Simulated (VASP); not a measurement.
# Cu (I4/mmm) in VASP: notebook

The runs below take Cu through single point, with PBE.

Program: VASP 6.6.1. These are calculated values, not measurements. Logs are shortened: lines on timing, memory, paths and dates and some standing lists are left out, and cuts for length are marked.

## 1. The cell of the first run

Symmetry: I4/mmm, No. 139, tetragonal system. The conventional cell has a = 2.947 Å, b = 2.947 Å, c = 2.902 Å, α = 90.00°, β = 90.00°, γ = 90.00°. Cu (site symmetry 4/mmm) has 14 Cu at 2.54 to 2.95 Å within 3.4 Å.

## 2. Single point, PBE

INCAR reads:

```
SYSTEM = Cu
PREC = Accurate ; ENCUT = 520
EDIFF = 1E-6 ; ISMEAR = 0
SIGMA = 0.15 ; LREAL = .FALSE.
LASPH = .TRUE. ; NELM = 60
ALGO = Fast ; ISIF = 2
LWAVE = .FALSE. ; LCHARG = .FALSE.
GGA = PE ; NBANDS = 12
```

KPOINTS reads:

```
Automatic mesh
0
G
  22 22 22
  0 0 0
```

POSCAR reads:

```
Cu
1.0
   -1.4732621059      1.4732621059      1.4511000000
    1.4732621059     -1.4732621059      1.4511000000
    1.4732621059      1.4732621059     -1.4511000000
Cu
1
Direct
    0.0000000000      0.0000000000      0.0000000000
```

Potentials or basis: VASP PAW PBE potentials, release 64 (Cu).

Launch:

```bash
> cat potpaw_PBE.64/Cu/POTCAR > POTCAR
> mpirun -np 1 vasp_std > vasp.out
```

OUTCAR:

```text
SYSTEM = Cu
   PREC = Accurate
   ENCUT = 520
   EDIFF = 1E-6
   ISMEAR = 0
   LREAL = .FALSE.
   LASPH = .TRUE.
   NELM = 60
   ISIF = 2
   GGA = PE

 ion  position               nearest neighbor table
   1  0.000  0.000  0.000-

  LATTYP: Found a body centered tetragonal cell.
 ALAT       =     2.9465242118
 C/A-ratio  =     0.9849571194

  Lattice vectors:

 A1 = (  -1.4732621059,   1.4732621059,   1.4511000000)
 A2 = (   1.4732621059,  -1.4732621059,   1.4511000000)
 A3 = (   1.4732621059,   1.4732621059,  -1.4511000000)

Analysis of symmetry for initial positions (statically):
=====================================================================
 Subroutine PRICEL returns:
 Original cell was already a primitive cell.

 Routine SETGRP: Setting up the symmetry group for a
 body centered tetragonal supercell.

 Subroutine GETGRP returns: Found 16 space group operations
 (whereof 16 operations were pure point group operations)
 out of a pool of 16 trial point group operations.

The static configuration has the point symmetry D_4h.

Analysis of symmetry for dynamics (positions and initial velocities):
=====================================================================
 Subroutine PRICEL returns:
 Original cell was already a primitive cell.

 Routine SETGRP: Setting up the symmetry group for a
 body centered tetragonal supercell.

 Subroutine GETGRP returns: Found 16 space group operations
 (whereof 16 operations were pure point group operations)
 out of a pool of 16 trial point group operations.

The dynamic configuration has the point symmetry D_4h.

 Subroutine INISYM returns: Found 16 space group operations
 (whereof 16 operations are pure point group operations),
 and found     1 'primitive' translations

----------------------------------------------------------------------------------------

                                     Primitive cell

  volume of cell :      12.5985

  direct lattice vectors                    reciprocal lattice vectors
    -1.473262106  1.473262106  1.451100000     0.000000000  0.339382923  0.344566191
     1.473262106 -1.473262106  1.451100000     0.339382923  0.000000000  0.344566191
     1.473262106  1.473262106 -1.451100000     0.339382923  0.339382923  0.000000000

  length of vectors
     2.539034004  2.539034004  2.539034004     0.483638944  0.483638944  0.479959933

  position of ions in fractional coordinates (direct lattice)
     0.000000000  0.000000000  0.000000000

  ion indices of the primitive-cell ions
   primitive index   ion index
                 1           1

----------------------------------------------------------------------------------------

 KPOINTS: Automatic mesh

Automatic generation of k-mesh.
 Grid dimensions read from file:
 generate k-points for:   22   22   22

 Generating k-lattice:

  Cartesian coordinates                     Fractional coordinates (reciprocal lattice)
     0.000000000  0.015426497  0.015662100     0.045454545  0.000000000  0.000000000
     0.015426497  0.000000000  0.015662100     0.000000000  0.045454545  0.000000000
     0.015426497  0.015426497  0.000000000     0.000000000  0.000000000  0.045454545

  Length of vectors
     0.021983588  0.021983588  0.021816361

  Shift w.r.t. Gamma in fractional coordinates (k-lattice)
     0.000000000  0.000000000  0.000000000

 Subroutine IBZKPT returns following result:
 ===========================================

 Found    834 irreducible k-points:

 Following reciprocal coordinates:
            Coordinates               Weight
  0.000000  0.000000  0.000000      1.000000
  0.045455 -0.000000  0.000000      8.000000
  0.090909 -0.000000  0.000000      8.000000
  0.136364  0.000000  0.000000      8.000000
  0.181818  0.000000 -0.000000      8.000000
  0.227273  0.000000 -0.000000      8.000000
[... 16 lines left out ...]
  0.500000  0.045455  0.000000     16.000000
 -0.454545  0.045455  0.000000     16.000000
 [... further k-points ...]
   k-points           NKPTS =    834   k-points in BZ     NKDIM =    834   number of bands    NBANDS=     12
   number of dos      NEDOS =    301   number of ions     NIONS =      1
   total plane-waves  NPLWV =   8000
   dimension x,y,z NGX =    20 NGY =   20 NGZ =   20
   dimension x,y,z NGXF=    40 NGYF=   40 NGZF=   40
   ions per type =               1
   NGX,Y,Z   is equivalent  to a cutoff of  13.10, 13.10, 13.10 a.u.
   NGXF,Y,Z  is equivalent  to a cutoff of  26.19, 26.19, 26.19 a.u.
 SYSTEM =  Cu
   PREC   = accura    normal or accurate (medium, high low for compatibility)
   ISTART =      0    job   : 0-new  1-cont  2-samecut
   ICHARG =      2    charge: 1-file 2-atom 10-const
   ISPIN  =      1    spin polarized calculation?
   LNONCOLLINEAR =      F non collinear calculations
   LSORBIT =      F    spin-orbit coupling
   LASPH  =      T    aspherical Exc in radial PAW
   ENCUT  =  520.0 eV  38.22 Ry    6.18 a.u.   4.72  4.72  4.72*2*pi/ulx,y,z
   NELM   =     60;   NELMIN=  2; NELMDL= -5     # of ELM steps
   EDIFF  = 0.1E-05   stopping-criterion for ELM
   LREAL  =      F    real-space projection
   EDIFFG = 0.1E-04   stopping-criterion for IOM
   NSW    =      0    number of steps for IOM
   IBRION =     -1    ionic relax: 0-MD 1-quasi-New 2-CG
   NFREE  =      0    steps in history (QN), initial steepest desc. (CG)
   ISIF   =      2    stress and relaxation
   ISYM   =      2    0-nonsym 1-usesym 2-fastsym
   POTIM  = 0.5000    time-step for ionic-motion
   TEBEG  =    0.0;   TEEND  =   0.0 temperature during run
   PSTRESS=    0.0 pullay stress
   NELECT =      11.0000    total number of electrons
   NUPDOWN=      -1.0000    fix difference up-down
   EMIN   =  10.00;   EMAX   =-10.00  energy-range for DOS
   EFERMI =   0.00;   METHOD = LEGACY
   ISMEAR =     0;   SIGMA  =   0.15  broadening in eV -4-tet -1-fermi 0-gaus
   EFERMI_NEDOS =   21; number of points for ismear=-14 and -15
   IALGO  =     68    algorithm
   IMIX   =      4    mixing-type and parameters
     AMIX     =   0.40;   BMIX     =  1.00
     AMIX_MAG =   1.60;   BMIX_MAG =  1.00
  volume/ion in A,a.u.               =      12.60        85.02
  Fermi-wavevector in a.u.,A,eV,Ry     =   1.564708  2.956869 33.311290  2.448311
  Thomas-Fermi vector in A             =   2.667292
   LORBIT       =      0    0 simple, 1 ext, 2 COOP (PROOUT), +10 PAW based schemes
   GGA     = PE    functional components
   LHFCALC =     F    Hartree Fock is set to
   AEXX    =    0.0000 exact exchange contribution
   IVDW    =     0    specifies the selected vdW correction
   LEPSILON=     F    determine dielectric tensor
   LRPA    =     F    only Hartree local field effects (RPA)
 non-spin polarized calculation
 RMM-DIIS sequential band-by-band and
 Gauss-broadening in eV      SIGMA  =   0.15
  energy-cutoff  :      520.00
  volume of cell :       12.60
 maximum number of plane-waves:       370
   NGX =  9   NGY =  9   NGZ =  9

 number of electron      11.0000015 magnetization

 Free energy of the ion-electron system (eV)
  ---------------------------------------------------
  ext. energy  EPLUGINS =         0.00000000
  ---------------------------------------------------
  free energy    TOTEN  =        -3.68356731 eV

  energy without entropy =       -3.67816600  energy(sigma->0) =       -3.68086665

 E-fermi :   6.8085     XC(G=0): -12.3568

 val. band max:        6.8056597618   @ k =  -0.2273  -0.3636   0.2273
 cond. band min:       6.8130622167   @ k =   0.2273   0.1818   0.0909
 fundamental gap:      0.0074024549
 Fermi energy:         6.8084865576

 k-point     1 :       0.0000    0.0000    0.0000
  band No.  band energies     occupation
      1      -2.0530      2.00000
      2       3.8690      2.00000
      3       3.9212      2.00000
      4       3.9212      2.00000
      5       4.7937      2.00000
      6       4.8495      2.00000
      7      31.1208      0.00000
      8      31.1208      0.00000
      9      31.4652      0.00000
     10      33.6858      0.00000
     11      33.6861      0.00000
     12      34.0096      0.00000

 k-point     2 :       0.0455   -0.0000    0.0000
  band No.  band energies     occupation
      1      -1.9764      2.00000
      2       3.8692      2.00000
      3       3.9206      2.00000
      4       3.9351      2.00000
      5       4.7912      2.00000
      6       4.8400      2.00000
      7      30.3280      0.00000
      8      30.8788      0.00000
      9      31.0247      0.00000
     10      32.7088      0.00000
     11      32.8475      0.00000
     12      33.2062      0.00000

 k-point     3 :       0.0909   -0.0000    0.0000
  band No.  band energies     occupation
      1      -1.7483      2.00000
      2       3.8380      2.00000
      3       3.9167      2.00000
      4       4.0088      2.00000
      5       4.7751      2.00000
      6       4.8254      2.00000
      7      28.2153      0.00000
      8      30.1050      0.00000
      9      30.3219      0.00000
     10      31.2782      0.00000
     11      32.1049      0.00000
     12      32.9824      0.00000

 k-point     4 :       0.1364    0.0000    0.0000
  band No.  band energies     occupation
      1      -1.3738      2.00000
      2       3.7774      2.00000
      3       3.9047      2.00000
      4       4.1390      2.00000
      5       4.7398      2.00000
      6       4.8248      2.00000
      7      25.8115      0.00000
      8      28.9505      0.00000
      9      29.5990      0.00000
     10      29.9673      0.00000
     11      31.5122      0.00000
     12      33.2951      0.00000

 k-point     5 :       0.1818    0.0000   -0.0000
  band No.  band energies     occupation
      1      -0.8636      2.00000
      2       3.6983      2.00000
      3       3.8824      2.00000
      4       4.3131      2.00000
      5       4.7080      2.00000
      6       4.8331      2.00000
      7      23.3954      0.00000
      8      27.8078      0.00000
      9      28.4448      0.00000
     10      29.2057      0.00000
     11      31.0251      0.00000
     12      33.8867      0.00000
[... 228 lines left out ...]
      1       2.1022      2.00000
      2       3.2747      2.00000
      3       4.7331      2.00000
      4       4.8705      2.00000
      5       5.1984      2.00000
      6       5.9484      2.00000
      7      12.1339      0.00000
      8      22.9232      0.00000
      9      23.7237      0.00000
     10      27.9092      0.00000
     11      30.4092      0.00000
     12      38.3683      0.00000

 k-point    22 :       0.4545    0.0455   -0.0000
  band No.  band energies     occupation
      1       2.1697      2.00000
      2       3.2499      2.00000
      3       4.7791      2.00000
      4       4.8797      2.00000
      5       5.3382      2.00000
      6       6.5594      1.98116
      7      11.0502      0.00000
      8      22.7130      0.00000
      9      23.5345      0.00000
     10      27.8293      0.00000
     11      30.3816      0.00000
     12      39.0152      0.00000

 k-point    23 :       0.5000    0.0455    0.0000
  band No.  band energies     occupation
      1       2.1692      2.00000
      2       3.2502      2.00000
      3       4.7920      2.00000
      4       4.8652      2.00000
      5       5.3379      2.00000
      6       6.5537      1.98372
      7      11.0601      0.00000
      8      22.6972      0.00000
      9      23.5435      0.00000
     10      27.8322      0.00000
     11      30.3914      0.00000
     12      39.2707      0.00000

 k-point    24 :      -0.4545    0.0455    0.0000
  band No.  band energies     occupation
      1       2.1004      2.00000
      2       3.2753      2.00000
      3       4.7628      2.00000
      4       4.8339      2.00000
      5       5.1970      2.00000
      6       5.9414      2.00000
      7      12.1559      0.00000
      8      22.8752      0.00000
      9      23.7514      0.00000
     10      27.9176      0.00000
     11      30.4395      0.00000
     12      39.0029      0.00000

 [... further k-points ...]
[... 5 lines left out ...]
  --------------------------------------------------------------------------------------
  -------------------------------------------------------------------------------------
  Total       -0.4236579     -0.4236579     -0.4450762      0.0000000      0.0000000      0.0000000
  in kB      -53.8776286    -53.8776286    -56.6014510      0.0000000      0.0000000      0.0000000
  external PRESSURE =     -54.7855694 kB  Pullay stress =       0.0000000 kB

 VOLUME and BASIS-vectors are now :
 -----------------------------------------------------------------------------
  energy-cutoff  :      520.00
  volume of cell :       12.60
      direct lattice vectors                 reciprocal lattice vectors
    -1.473262106  1.473262106  1.451100000     0.000000000  0.339382923  0.344566191
     1.473262106 -1.473262106  1.451100000     0.339382923  0.000000000  0.344566191
     1.473262106  1.473262106 -1.451100000     0.339382923  0.339382923  0.000000000

 POSITION                                       TOTAL-FORCE (eV/Angst)
 -----------------------------------------------------------------------------------
      0.00000      0.00000      0.00000         0.000000      0.000000      0.000000
 -----------------------------------------------------------------------------------
    total drift:                                0.000000     -0.000000     -0.000000

  FREE ENERGIE OF THE ION-ELECTRON SYSTEM (eV)
  ---------------------------------------------------
  free  energy   TOTEN  =        -3.6835673113 eV

  energy  without entropy=       -3.6781659965  energy(sigma->0) =       -3.68086665
```

Wall time 70 s (1 thread of AMD EPYC 9R45 (Zen 5), shared host); peak memory 0.2 GiB.

Results:

```
Free energy : -3.6836 eV
Pressure    : -5.5 GPa
```

Stress tensor (GPa, compression positive):
```
-5.39  0.00  0.00
 0.00 -5.39  0.00
 0.00  0.00 -5.66
```

Levels at points of the mesh, in eV from the Fermi level:
```csv
k point,band 3,band 4,band 5,band 6,band 7,band 8,band 9,band 10
"(0.00, 0.00, 0.00)",-2.89,-2.89,-2.01,-1.96,24.31,24.31,24.66,26.88
"(0.50, 0.00, 0.00)",-2.01,-1.88,-1.32,-0.38,4.06,16.63,16.84,20.47
"(0.50, 0.50, 0.00)",-2.07,-1.91,-1.33,-0.49,3.91,17.04,17.23,20.82
"(0.50, 0.50, 0.50)",-1.48,-1.48,-1.47,7.74,7.74,8.29,12.98,13.22
```

## 3. Single point, PBE

INCAR reads:

```
ALGO = Fast
EDIFF = 1E-7
ENCUT = 520
GGA = PE
ISIF = 2
ISMEAR = 0
LASPH = True
LCHARG = False
LREAL = False
LWAVE = False
NBANDS = 12
NELM = 60
PREC = Accurate
SIGMA = 0.15
```

KPOINTS reads:

```
k-points
0
Gamma
  22 22 22
```

POSCAR reads:

```
Cu
1.0
   -1.4978000000      1.4978000000      1.4050000000
    1.4978000000     -1.4978000000      1.4050000000
    1.4978000000      1.4978000000     -1.4050000000
Cu
1
Direct
    0.0000000000      0.0000000000      0.0000000000
```

Potentials or basis: VASP PAW PBE potentials, release 64 (Cu).

Launch:

```bash
> cat potpaw_PBE.64/Cu/POTCAR > POTCAR
> mpirun -np 1 vasp_std > vasp.out
```

OUTCAR:

```text
EDIFF = 1E-7
   ENCUT = 520
   GGA = PE
   ISIF = 2
   ISMEAR = 0
   LASPH = True
   LREAL = False
   NELM = 60
   PREC = Accurate

 ion  position               nearest neighbor table
   1  0.000  0.000  0.000-

  LATTYP: Found a body centered tetragonal cell.
 ALAT       =     2.9956000000
 C/A-ratio  =     0.9380424623

  Lattice vectors:

 A1 = (  -1.4978000000,   1.4978000000,   1.4050000000)
 A2 = (   1.4978000000,  -1.4978000000,   1.4050000000)
[... 532 lines left out ...]
      4       4.8713      2.00000
      5       5.2163      2.00000
      6       5.9899      2.00000
      7      12.3992      0.00000
      8      22.4134      0.00000
      9      23.4028      0.00000
     10      27.5508      0.00000
     11      30.1074      0.00000
     12      39.4257      0.00000

 [... further k-points ...]
[... 5 lines left out ...]
  --------------------------------------------------------------------------------------
  -------------------------------------------------------------------------------------
  Total       -0.4218331     -0.4218331     -0.4343576      0.0000000      0.0000000     -0.0000000
  in kB      -53.6052485    -53.6052485    -55.1968228      0.0000000      0.0000000     -0.0000000
  external PRESSURE =     -54.1357733 kB  Pullay stress =       0.0000000 kB

 VOLUME and BASIS-vectors are now :
 -----------------------------------------------------------------------------
  energy-cutoff  :      520.00
  volume of cell :       12.61
      direct lattice vectors                 reciprocal lattice vectors
    -1.497800000  1.497800000  1.405000000     0.000000000  0.333822940  0.355871886
     1.497800000 -1.497800000  1.405000000     0.333822940  0.000000000  0.355871886
     1.497800000  1.497800000 -1.405000000     0.333822940  0.333822940  0.000000000

 POSITION                                       TOTAL-FORCE (eV/Angst)
 -----------------------------------------------------------------------------------
      0.00000      0.00000      0.00000         0.000000      0.000000     -0.000000
 -----------------------------------------------------------------------------------
    total drift:                                0.000000     -0.000000      0.000000

  FREE ENERGIE OF THE ION-ELECTRON SYSTEM (eV)
  ---------------------------------------------------
  free  energy   TOTEN  =        -3.6843118812 eV

  energy  without entropy=       -3.6797547520  energy(sigma->0) =       -3.68203332
```

OSZICAR:

```text
N       E                     dE             d eps       ncg     rms          rms(c)
DAV:   1     0.427570585475E+02    0.42757E+02   -0.53595E+03 22040   0.150E+03
DAV:   2    -0.319476039541E+01   -0.45952E+02   -0.42473E+02 20620   0.201E+02
DAV:   3    -0.454349424125E+01   -0.13487E+01   -0.13391E+01 23260   0.397E+01
DAV:   4    -0.455222319944E+01   -0.87290E-02   -0.87277E-02 22692   0.284E+00
DAV:   5    -0.455231203656E+01   -0.88837E-04   -0.88837E-04 23292   0.291E-01    0.750E+00
RMM:   6    -0.407409125945E+01    0.47822E+00   -0.33018E+00 25003   0.337E+01    0.468E+00
RMM:   7    -0.369537842231E+01    0.37871E+00   -0.51960E-01 24751   0.132E+01    0.948E-01
RMM:   8    -0.368569552683E+01    0.96829E-02   -0.10771E-02 25599   0.114E+00    0.287E-01
RMM:   9    -0.368425097064E+01    0.14446E-02   -0.29073E-03 26258   0.101E+00    0.275E-02
RMM:  10    -0.368429955426E+01   -0.48584E-04   -0.45992E-04 26765   0.295E-01    0.124E-02
RMM:  11    -0.368431033616E+01   -0.10782E-04   -0.83958E-05 28152   0.970E-02    0.888E-03
RMM:  12    -0.368431206815E+01   -0.17320E-05   -0.93895E-06 27752   0.369E-02    0.391E-03
RMM:  13    -0.368431218348E+01   -0.11533E-06   -0.21797E-06 25086   0.142E-02    0.175E-03
RMM:  14    -0.368431195044E+01    0.23304E-06   -0.32471E-07 19974   0.614E-03    0.679E-04
RMM:  15    -0.368431188124E+01    0.69193E-07   -0.38385E-08 15321   0.265E-03
   1 F= -.36843119E+01 E0= -.36820333E+01  d E =-.455713E-02
```

Wall time 81 s (1 thread of AMD EPYC 9R45 (Zen 5), shared host); peak memory 0.19 GiB.

What came out:

- Free energy: -3.6843 eV
- Pressure: -5.4 GPa

Stress tensor (GPa, compression positive):
```
-5.36  0.00  0.00
 0.00 -5.36  0.00
 0.00  0.00 -5.52
```

Levels at points of the mesh, in eV from the Fermi level:
```
           k point  band 2  band 3  band 4  band 5  band 6  band 7  band 8  band 9  band 10  band 11
(0.00, 0.00, 0.00)   -3.05   -2.82   -2.82   -2.13   -1.88   23.66   23.66   25.41    26.88    26.88
(0.50, 0.00, 0.00)   -3.63   -2.02   -1.79   -1.33   -0.26    4.25   16.21   16.44    20.11    22.69
(0.50, 0.50, 0.00)   -3.35   -2.20   -1.96   -1.36   -0.72    3.58   17.99   18.10    21.62    24.15
(0.50, 0.50, 0.50)   -4.25   -1.50   -1.50   -1.44    7.17    7.17    9.51   12.52    12.97    15.55
```

(Continued in part 2 of 2.)
